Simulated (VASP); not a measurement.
# Si16Ni (a cell with a defect) in VASP: further runs

Si16Ni (a cell with a defect) is run at these levels: PBE; tasks: single point.

All numbers are computed with VASP 6.6.1; they aren't measurements. Logs are shortened: lines on timing, memory, paths and dates and some standing lists are left out, and cuts for length are marked.

### Step 1. The cell of the first run

The cell holds a defect, 17 atoms: a = 7.736 Å, b = 7.736 Å, c = 7.736 Å, α = 60.00°, β = 60.00°, γ = 60.00°.

### Step 2. Single point, PBE

INCAR reads:

```
ALGO = Normal
EDIFF = 1E-6
ENCUT = 520
GGA = PE
ISIF = 2
ISMEAR = 0
LASPH = True
LCHARG = False
LREAL = Auto
LWAVE = False
NBANDS = 51
NELM = 60
PREC = Accurate
SIGMA = 0.02
```

KPOINTS reads:

```
k-points
0
Gamma
  2 2 2
```

POSCAR reads:

```
Si16Ni
1.0
    0.0000000000      5.4700937627     -5.4700937627
    5.4700937627      5.4700937627      0.0000000000
    5.4700937627      0.0000000000     -5.4700937627
Si Ni
16 1
Direct
    0.1175355538      0.1217610756      0.1217389553
    0.1176393912      0.6452537476      0.1219184769
    0.5610046433      0.1484919702      0.1485033046
    0.6329863162      0.6250436735      0.1233870075
    0.1178214722      0.1217246959      0.6454877472
    0.1321785387      0.6249108605      0.6247337154
    0.6330393317      0.1235619588      0.6249710971
    0.6328259899      0.6249562893      0.6250288657
    0.2585270128      0.7486102026      0.2507156293
    0.1898153935      0.2721101437      0.2723646183
    0.7302682867      0.7720483749      0.2520638694
    0.7303664568      0.2519989711      0.2519547305
    0.2583790263      0.7485843347      0.7488697046
    0.2585585479      0.2509063938      0.7486444799
    0.7575924984      0.7496354136      0.7494875185
    0.7304512817      0.2519455899      0.7721560513
   -0.0803086783      0.0283198071      0.0290751872
```

Potentials or basis: VASP PAW PBE potentials, release 64 (Si, Ni).

Launch:

```console
cat potpaw_PBE.64/Si/POTCAR potpaw_PBE.64/Ni/POTCAR > POTCAR
mpirun -np 1 vasp_std > vasp.out
```

OUTCAR:

```text
EDIFF = 1E-6
   ENCUT = 520
   GGA = PE
   ISIF = 2
   ISMEAR = 0
   LASPH = True
   LREAL = Auto
   NELM = 60
   PREC = Accurate

 ion  position               nearest neighbor table
   1  0.118  0.122  0.122-  14 2.36   9 2.36  10 2.38  12 2.45  17 2.47
   2  0.118  0.645  0.122-   9 2.36  13 2.36  10 2.38  11 2.45  17 2.46
   3  0.561  0.148  0.149-  17 2.27  10 2.34  12 2.40  16 2.40  11 2.40
   4  0.633  0.625  0.123-  15 2.36  11 2.36  12 2.36   9 2.37
   5  0.118  0.122  0.645-  14 2.36  13 2.36  10 2.38  16 2.45  17 2.47
   6  0.132  0.625  0.625-  14 2.36  13 2.36   9 2.36  15 2.37
   7  0.633  0.124  0.625-  15 2.36  16 2.36  12 2.36  14 2.37
   8  0.633  0.625  0.625-  15 2.36  11 2.36  16 2.36  13 2.37
   9  0.259  0.749  0.251-   2 2.36   1 2.36   6 2.36   4 2.37  17 3.10
  10  0.190  0.272  0.272-   3 2.34   2 2.38   5 2.38   1 2.38
  11  0.730  0.772  0.252-   8 2.36   4 2.36   3 2.40   2 2.45  17 2.45
  12  0.730  0.252  0.252-   7 2.36   4 2.36   3 2.40   1 2.45  17 2.46
  13  0.258  0.749  0.749-   2 2.36   5 2.36   6 2.36   8 2.37  17 3.10
  14  0.259  0.251  0.749-   5 2.36   1 2.36   6 2.36   7 2.37  17 3.10
  15  0.758  0.750  0.749-   4 2.36   8 2.36   7 2.36   6 2.37
  16  0.730  0.252  0.772-   7 2.36   8 2.36   3 2.40   5 2.45  17 2.45
  17  0.920  0.028  0.029-   3 2.27  11 2.45  16 2.45  12 2.46   2 2.46   5 2.47   1 2.47  13 3.10
                             9 3.10  14 3.10

  LATTYP: Found a face centered cubic cell.
 ALAT       =    10.9401875254

  Lattice vectors:

 A1 = (   0.0000000000,   5.4700937627,  -5.4700937627)
 A2 = (   5.4700937627,   5.4700937627,   0.0000000000)
 A3 = (   5.4700937627,   0.0000000000,  -5.4700937627)

Analysis of symmetry for initial positions (statically):
=====================================================================
 Subroutine PRICEL returns:
 Original cell was already a primitive cell.

 Routine SETGRP: Setting up the symmetry group for a
 face centered cubic supercell.

 Subroutine GETGRP returns: Found  1 space group operations
 (whereof  1 operations were pure point group operations)
 out of a pool of 48 trial point group operations.

The static configuration has the point symmetry C_1 .

Analysis of symmetry for dynamics (positions and initial velocities):
=====================================================================
 Subroutine PRICEL returns:
 Original cell was already a primitive cell.

 Routine SETGRP: Setting up the symmetry group for a
 face centered cubic supercell.

 Subroutine GETGRP returns: Found  1 space group operations
 (whereof  1 operations were pure point group operations)
 out of a pool of 48 trial point group operations.

The dynamic configuration has the point symmetry C_1 .

 Subroutine INISYM returns: Found  1 space group operations
 (whereof  1 operations are pure point group operations),
 and found     1 'primitive' translations

----------------------------------------------------------------------------------------

                                     Primitive cell

  volume of cell :     327.3515

  direct lattice vectors                    reciprocal lattice vectors
     0.000000000  5.470093763 -5.470093763    -0.091406111  0.091406111 -0.091406111
     5.470093763  5.470093763  0.000000000     0.091406111  0.091406111  0.091406111
     5.470093763  0.000000000 -5.470093763     0.091406111 -0.091406111 -0.091406111

  length of vectors
     7.735880787  7.735880787  7.735880787     0.158320029  0.158320029  0.158320029

  position of ions in fractional coordinates (direct lattice)
     0.117535554  0.121761076  0.121738955
     0.117639391  0.645253748  0.121918477
     0.561004643  0.148491970  0.148503305
     0.632986316  0.625043674  0.123387007
     0.117821472  0.121724696  0.645487747
     0.132178539  0.624910861  0.624733715
[... 9 lines left out ...]
     0.730451282  0.251945590  0.772156051
     0.919691322  0.028319807  0.029075187

  ion indices of the primitive-cell ions
   primitive index   ion index
                 1           1
                 2           2
                 3           3
                 4           4
                 5           5
                 6           6
[... 9 lines left out ...]
                16          16
                17          17

----------------------------------------------------------------------------------------

 KPOINTS: k-points

Automatic generation of k-mesh.
 Grid dimensions read from file:
 generate k-points for:    2    2    2

 Generating k-lattice:

  Cartesian coordinates                     Fractional coordinates (reciprocal lattice)
    -0.045703056  0.045703056 -0.045703056     0.500000000  0.000000000  0.000000000
     0.045703056  0.045703056  0.045703056     0.000000000  0.500000000  0.000000000
     0.045703056 -0.045703056 -0.045703056     0.000000000  0.000000000  0.500000000

  Length of vectors
     0.079160015  0.079160015  0.079160015

  Shift w.r.t. Gamma in fractional coordinates (k-lattice)
     0.000000000  0.000000000  0.000000000

 Subroutine IBZKPT returns following result:
 ===========================================

 Found      8 irreducible k-points:

 Following reciprocal coordinates:
            Coordinates               Weight
  0.000000  0.000000  0.000000      1.000000
  0.500000  0.000000  0.000000      1.000000
  0.000000  0.500000  0.000000      1.000000
  0.000000  0.000000  0.500000      1.000000
  0.500000  0.500000  0.500000      1.000000
  0.500000  0.500000  0.000000      1.000000
  0.000000  0.500000  0.500000      1.000000
  0.500000  0.000000  0.500000      1.000000
   k-points           NKPTS =      8   k-points in BZ     NKDIM =      8   number of bands    NBANDS=     51
   number of dos      NEDOS =    301   number of ions     NIONS =     17
   total plane-waves  NPLWV = 216000
   dimension x,y,z NGX =    60 NGY =   60 NGZ =   60
   dimension x,y,z NGXF=   120 NGYF=  120 NGZF=  120
   ions per type =              16   1
   NGX,Y,Z   is equivalent  to a cutoff of  12.89, 12.89, 12.89 a.u.
   NGXF,Y,Z  is equivalent  to a cutoff of  25.79, 25.79, 25.79 a.u.
 SYSTEM =  unknown system
   PREC   = accura    normal or accurate (medium, high low for compatibility)
   ISTART =      0    job   : 0-new  1-cont  2-samecut
   ICHARG =      2    charge: 1-file 2-atom 10-const
   ISPIN  =      1    spin polarized calculation?
   LNONCOLLINEAR =      F non collinear calculations
   LSORBIT =      F    spin-orbit coupling
   LASPH  =      T    aspherical Exc in radial PAW
   ENCUT  =  520.0 eV  38.22 Ry    6.18 a.u.  14.38 14.38 14.38*2*pi/ulx,y,z
   NELM   =     60;   NELMIN=  2; NELMDL= -5     # of ELM steps
   EDIFF  = 0.1E-05   stopping-criterion for ELM
   LREAL  =      T    real-space projection
   EDIFFG = 0.1E-04   stopping-criterion for IOM
   NSW    =      0    number of steps for IOM
   IBRION =     -1    ionic relax: 0-MD 1-quasi-New 2-CG
   NFREE  =      0    steps in history (QN), initial steepest desc. (CG)
   ISIF   =      2    stress and relaxation
   ISYM   =      2    0-nonsym 1-usesym 2-fastsym
   POTIM  = 0.5000    time-step for ionic-motion
   TEBEG  =    0.0;   TEEND  =   0.0 temperature during run
   PSTRESS=    0.0 pullay stress
   NELECT =      74.0000    total number of electrons
   NUPDOWN=      -1.0000    fix difference up-down
   EMIN   =  10.00;   EMAX   =-10.00  energy-range for DOS
   EFERMI =   0.00;   METHOD = LEGACY
   ISMEAR =     0;   SIGMA  =   0.02  broadening in eV -4-tet -1-fermi 0-gaus
   EFERMI_NEDOS =   21; number of points for ismear=-14 and -15
   IALGO  =     38    algorithm
   IMIX   =      4    mixing-type and parameters
     AMIX     =   0.40;   BMIX     =  1.00
     AMIX_MAG =   1.60;   BMIX_MAG =  1.00
  volume/ion in A,a.u.               =      19.26       129.95
  Fermi-wavevector in a.u.,A,eV,Ry     =   0.997273  1.884572 13.531715  0.994553
  Thomas-Fermi vector in A             =   2.129418
   LORBIT       =      0    0 simple, 1 ext, 2 COOP (PROOUT), +10 PAW based schemes
   GGA     = PE    functional components
   LHFCALC =     F    Hartree Fock is set to
   AEXX    =    0.0000 exact exchange contribution
   IVDW    =     0    specifies the selected vdW correction
   LEPSILON=     F    determine dielectric tensor
   LRPA    =     F    only Hartree local field effects (RPA)
 non-spin polarized calculation
 Gauss-broadening in eV      SIGMA  =   0.02
  energy-cutoff  :      520.00
  volume of cell :      327.35
 maximum number of plane-waves:      8824
 NGX is ok and might be reduce to    60
   NGX = 29   NGY = 29   NGZ = 29

 number of electron      74.0000006 magnetization

 Free energy of the ion-electron system (eV)
  ---------------------------------------------------
  ext. energy  EPLUGINS =         0.00000000
  ---------------------------------------------------
  free energy    TOTEN  =       -90.32742397 eV

  energy without entropy =      -90.32742397  energy(sigma->0) =      -90.32742397

 E-fermi :   6.1088     XC(G=0):  -9.5872

 val. band max:        6.0110665213   @ k =   0.0000   0.0000   0.0000
 cond. band min:       6.6689101835   @ k =   0.0000   0.0000   0.0000
 fundamental gap:      0.6578436621
 Fermi energy:         6.1088364744

 k-point     1 :       0.0000    0.0000    0.0000
  band No.  band energies     occupation
      1      -5.9452      2.00000
      2      -3.7083      2.00000
      3      -3.5824      2.00000
      4      -3.5805      2.00000
      5      -3.5799      2.00000
      6      -2.0432      2.00000
[... 41 lines left out ...]
     48       8.2824      0.00000
     49       8.7119      0.00000

 k-point     2 :       0.5000    0.0000    0.0000
  band No.  band energies     occupation
      1      -5.2191      2.00000
      2      -5.0849      2.00000
      3      -3.4296      2.00000
      4      -3.2545      2.00000
      5      -3.2533      2.00000
      6      -3.1882      2.00000
[... 304 lines left out ...]
 k-point     8 :       0.5000    0.0000    0.5000
  band No.  band energies     occupation
      1      -4.9851      2.00000
      2      -4.7893      2.00000
      3      -3.9992      2.00000
      4      -3.8923      2.00000
      5      -3.8502      2.00000
      6      -3.8235      2.00000
[... 41 lines left out ...]
     48      10.2393      0.00000
     49      10.2810      0.00000
 [bands above 49 left out]

------------------------ aborting loop because EDIFF is reached ----------------------------------------

  FORCE on cell =-STRESS in cart. coord.  units (eV):
  Direction    XX          YY          ZZ          XY          YZ          ZX
  --------------------------------------------------------------------------------------
  -------------------------------------------------------------------------------------
  Total        0.7567613      0.7775249      0.7577008     -1.4423975     -1.4471335      1.4429576
  in kB        3.7038652      3.8054901      3.7084636     -7.0596187     -7.0827983      7.0623600
  external PRESSURE =       3.7392730 kB  Pullay stress =       0.0000000 kB

 VOLUME and BASIS-vectors are now :
 -----------------------------------------------------------------------------
  energy-cutoff  :      520.00
  volume of cell :      327.35
      direct lattice vectors                 reciprocal lattice vectors
     0.000000000  5.470093763 -5.470093763    -0.091406111  0.091406111 -0.091406111
     5.470093763  5.470093763  0.000000000     0.091406111  0.091406111  0.091406111
     5.470093763  0.000000000 -5.470093763     0.091406111 -0.091406111 -0.091406111

 POSITION                                       TOTAL-FORCE (eV/Angst)
 -----------------------------------------------------------------------------------
      1.33197      1.30897     -1.30885         0.013485     -0.001982      0.001623
      4.19650      4.17310     -1.31040         0.000534     -0.021154      0.001135
      1.62459      3.88101     -3.88108        -0.000917     -0.002407      0.002415
      4.09399      6.88154     -4.13743         0.007842     -0.012955     -0.005543
      4.19672      1.31034     -4.17537         0.005778     -0.006851      0.019349
      6.83567      4.14135     -4.14038        -0.001613     -0.000611     -0.001656
[... 9 lines left out ...]
      5.60193      5.37380     -8.21940        -0.000935      0.001114     -0.004813
      0.31396      5.18571     -5.18984        -0.011829      0.021932     -0.015572
 -----------------------------------------------------------------------------------
    total drift:                               -0.000912      0.003331     -0.002752

  FREE ENERGIE OF THE ION-ELECTRON SYSTEM (eV)
  ---------------------------------------------------
  free  energy   TOTEN  =       -90.3274239722 eV

  energy  without entropy=      -90.3274239722  energy(sigma->0) =      -90.32742397
```

Run time: 2.5 min. Hardware: 1 thread of Intel Xeon 6975P-C (Granite Rapids), shared host; peak memory 0.49 GiB.

What came out:

| Item | Value |
| --- | --- |
| Free energy | -90.3274 eV |
| Pressure | 0.4 GPa |
| Largest force | 0.029 eV/Å |
| Band gap on the k mesh | 0.66 eV |

Forces on the atoms (eV/Å):
```
Si   0.013 -0.002  0.002
Si   0.001 -0.021  0.001
Si  -0.001 -0.002  0.002
Si   0.008 -0.013 -0.006
Si   0.006 -0.007  0.019
Si  -0.002 -0.001 -0.002
Si   0.009  0.003  0.012
Si  -0.002 -0.007  0.006
Si  -0.002  0.008  0.005
Si  -0.012  0.006 -0.006
Si  -0.001  0.002  0.001
Si  -0.003  0.002 -0.001
Si   0.004  0.012 -0.005
Si  -0.007 -0.006 -0.006
Si   0.002  0.003 -0.003
Si  -0.001  0.001 -0.005
Ni  -0.012  0.022 -0.016
```

Caveat: the k points lie up to 0.50 Å⁻¹ apart.

[end of part 1 of 2]
